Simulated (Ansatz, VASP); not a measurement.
InP in VASP and in Ansatz

```xyz
2
Lattice="0.0000 2.5436 3.5967 2.5436 0.0000 3.5967 2.5436 2.5436 0.0000" Properties=species:S:1:pos:R:3 pbc="T T T"
In    0.0000    0.0000    0.0000
P     2.5436    2.5436    3.5967
```

Alike in both runs: task single point; functional PBE; k mesh 16 × 16 × 16; occupations gaussian, width 0.15 eV; no spin polarisation.

```csv
,VASP,Ansatz
version,VASP 6.6.1,Ansatz 0.2.0
potentials or method,"VASP PAW PBE potentials, release 64 (In_d, P), cutoff 520 eV","scalar-relativistic, plane waves, PAW"
valence electrons in the cell,18,18
```

|  | VASP | Ansatz | Ansatz less VASP |
| --- | --- | --- | --- |
| gap on the k mesh at the Fermi level (eV) | none | none | - |
| pressure (GPa) | 6.1 | 6.2 | +0.07 |
| traceless stress, the component that is largest in VASP (GPa) | -10.82 | -10.87 | -0.051 |

A gap of «none» marks a metal or a gap that the smearing closes.
